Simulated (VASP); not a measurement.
Runs of VASP 6.6.1 on W. The structure is that of space group Pm-3m (No. 221), or close to it. The cells are those of the table. 

```csv
task,cell,cutoff (eV),gap on the mesh (eV),pressure (GPa)
relaxation of cell and atoms,"relaxed from a = 2.590 Å, 1 atom",600,none,0.0
single point,"a = 2.541 Å, 1 atom",520,none,31.3
single point,"a = 2.640 Å, 1 atom",520,none,0.6
single point,"a = 2.602 Å, 1 atom",520,none,10.8
single point,"a = 2.569 Å, 1 atom",520,none,(a)
```

Alike in all rows: level PBE; potentials or basis VASP PAW PBE potentials, release 64 (W_sv); no spin polarisation; k mesh 18 × 18 × 18; smearing gaussian 0.1 eV.

Task: Estimate the missing entries.

Result: (a) 21.0.

Caveats: spin-orbit coupling is left out, which moves the levels of the heavy elements.

A k mesh can miss the band edges, and the runs leave out spin-orbit coupling on W.

A gap of «none» marks levels without a gap at the run's occupations.
